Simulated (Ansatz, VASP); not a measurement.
One calculation of ZrN, two programs

INCAR

```
  ALGO = Normal
  EDIFF = 1E-6
  ENCUT = 600
  GGA = PS
  GGA_COMPAT = False
  ISIF = 2
  ISMEAR = 0
  LASPH = True
  LCHARG = False
  LREAL = False
  LWAVE = False
  NBANDS = 16
  NELM = 120
  PREC = Accurate
  SIGMA = 0.1
```

The input KPOINTS:

```
k-points
0
Gamma
  8 8 8
```

Contents of POSCAR:

```
ZrN
1.0
    0.0000000000      2.2942655869      2.2942655869
    2.2942655869      0.0000000000      2.2942655869
    2.2942655869      2.2942655869      0.0000000000
Zr N
1 1
Direct
    0.5000000000      0.5000000000      0.5000000000
    0.0000000000      0.0000000000      0.0000000000
```

Input for Ansatz:

```yaml
crystal:
  lattice:
    - [0.0, 2.2942655869, 2.2942655869]
    - [2.2942655869, 0.0, 2.2942655869]
    - [2.2942655869, 2.2942655869, 0.0]
  atoms:
    - { symbol: Zr, position: [0.5, 0.5, 0.5] }
    - { symbol: "N", position: [0.0, 0.0, 0.0] }
basis:
  ecutwfc: 420
kpoints:
  mp_grid: { grid: [8, 8, 8] }
hamiltonian:
  xc: pbesol
scf:
  occupations: { method: gaussian, width: 0.1 }
  max_iter: 30
  convergence: { dr2_threshold: "1e-4 eV" }
output:
  forces: true
  stress: true
  eigenvalues: true
```

Alike in both runs: task single point; functional PBEsol; k mesh 8 × 8 × 8; occupations gaussian, width 0.1 eV; no spin polarisation.

```csv
,VASP,Ansatz
version,VASP 6.6.1,Ansatz 0.2.0
potentials or method,"VASP PAW PBE potentials, release 64 (Zr_sv, N), cutoff 600 eV","scalar-relativistic, plane waves, PAW"
valence electrons in the cell,17,17
```

Ansatz gave:

* gap on the k mesh at the Fermi level (eV): none
* pressure (GPa): -5.9

**Question.** Estimate VASP's values.

**Answer.** gap on the k mesh at the Fermi level (eV): none; pressure (GPa): -5.6.

VASP's potentials were made for PBE, not for PBEsol. A gap of «none» marks a metal or a gap that the smearing closes. With one functional, cell and mesh, what is left measures potentials, basis and numerics. Ansatz's warnings: force scf threshold loose, stress scf threshold loose.
